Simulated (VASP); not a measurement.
**BAs: single point with PBE**

The system is BAs.

```xyz
2
Lattice="1.6363 0.9447 2.6614 -1.6363 0.9447 2.6614 0.0000 -1.8894 2.6614" Properties=species:S:1:pos:R:3 pbc="T T T"
B     0.0000    0.0000    0.0000
As    0.0000    0.0000    3.9920
```

The cell was built from a structure type or drawn by symmetry, and may not be a known phase.

```
Program                : VASP 6.6.1
Task                   : single point
Functional             : PBE
Potentials or basis    : VASP PAW PBE potentials, release 64 (B, As)
Cutoff                 : 500 eV
k mesh                 : 7 × 7 × 7
Occupations            : gaussian, width 0.2 eV
Spin                   : no spin polarisation
Dipole correction      : no
Further INCAR settings : ALGO = Normal; EDIFF = 1e-06; NBANDS = 11
```

- Pressure: 0.1 GPa
- Band gap on the k mesh: zero (bands 4 and 5 overlap by 4.40 eV)

Levels at points of the mesh, in eV from the Fermi level:
```csv
k point,band 1,band 2,band 3,band 4,band 5,band 6,band 7,band 8
"(0.00, 0.00, 0.00)",-15.86,-0.06,-0.06,0.01,3.35,7.59,7.62,7.62
```

Wall time 12 s on 1 thread of Intel Xeon 8259CL, with other jobs on the host, peak memory 0.15 GiB.
